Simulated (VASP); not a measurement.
Si, 2 atoms in the cell. Symmetry: Fd-3m, No. 227, cubic system. The conventional cell has a = 5.470 Å, b = 5.470 Å, c = 5.470 Å, α = 90.00°, β = 90.00°, γ = 90.00°. Si (site symmetry -43m) has 4 Si at 2.37 Å within 3.1 Å. 

| Item | Value |
| --- | --- |
| Program | VASP 6.6.1 |
| Task | single point |
| Functional | PBE |
| Potentials or basis | VASP PAW PBE potentials, release 64 (Si) |
| Cutoff | 500 eV |
| k mesh | 8 × 8 × 8 |
| Occupations | gaussian, width 0.02 eV |
| Spin | no spin polarisation |
| Dipole correction | no |
| Further INCAR settings | ALGO = Normal; EDIFF = 1e-06; NBANDS = 11 |

Potentials or basis: VASP PAW PBE potentials, release 64 (Si).

Launch:

```sh
$ cat potpaw_PBE.64/Si/POTCAR > POTCAR
$ mpirun -np 1 vasp_std > vasp.out
```

Hardware: 1 thread of Intel Xeon 6975P-C, on a shared host.

How long does it take, and how much memory?

It took 10 s on 1 thread of Intel Xeon 6975P-C (shared host), peak memory 0.15 GiB. Counts: scf iterations 11, k points 29.
